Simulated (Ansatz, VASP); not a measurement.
## One calculation of Ge, two programs

```
Ge
1.0
    -2.57449    2.57449    1.39741
     2.57449   -2.57449    1.39741
     2.57449    2.57449   -1.39741
Ge
2
Direct
  0.50000 0.50000 0.00000
  0.25000 0.75000 0.50000
```

Alike in both runs: task single point; functional PBE; k mesh 6 × 6 × 6; occupations fermi-dirac, width 0.02 eV; no spin polarisation.

|  | VASP | Ansatz |
| --- | --- | --- |
| version | VASP 6.6.1 | Ansatz 0.2.0 |
| potentials or method | VASP PAW PBE potentials, release 64 (Ge_d), cutoff 520 eV | all-electron LAPW, scalar-relativistic |

VASP gave:

| Property | Result |
| --- | --- |
| gap on the k mesh at the Fermi level (eV) | none |
| pressure (GPa) | 2.8 |
| traceless stress, the component that is largest in VASP (GPa) | -1.07 |

Q: Estimate Ansatz's values.

A: gap on the k mesh at the Fermi level (eV): none; pressure (GPa): 3.0; traceless stress, the component that is largest in VASP (GPa): -1.07.

A gap of «none» marks a metal or a gap that the smearing closes. Ansatz ran all-electron here, and VASP with PAW potentials.

The k mesh is coarse, so the values compare programs but aren't converged. Noted on Ansatz's run: the k mesh is thin for a metal, which can move the energy by tens of meV per atom.
